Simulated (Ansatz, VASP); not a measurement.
Ru in VASP and in Ansatz

```
Ru
1.0
     2.70783    0.00000    0.00000
    -1.35391    2.34505    0.00000
     0.00000    0.00000    4.26810
Ru
2
Direct
  0.33333 0.66667 0.25000
  0.66667 0.33333 0.75000
```

Alike in both runs: task single point; functional r2SCAN; k mesh 9 × 9 × 4; occupations gaussian, width 0.1 eV; no spin polarisation.

```csv
,VASP,Ansatz
version,VASP 6.6.1,Ansatz 0.2.0
potentials or method,"VASP PAW PBE potentials, release 64 (Ru_sv), cutoff 660 eV","scalar-relativistic, plane waves, PAW"
valence electrons in the cell,32,32
```

VASP gave:

| Quantity | Value |
| --- | --- |
| gap on the k mesh at the Fermi level (eV) | none |
| pressure (GPa) | -1.1 |
| traceless stress, the component that is largest in VASP (GPa) | -0.91 |

Q: Estimate Ansatz's values.

A: gap on the k mesh at the Fermi level (eV): none; pressure (GPa): -0.8; traceless stress, the component that is largest in VASP (GPa): -0.88.

VASP's potentials were made for PBE, not for r2SCAN. A gap of «none» marks a metal or a gap that the smearing closes.

The k mesh is coarse, so the values compare programs but aren't converged.
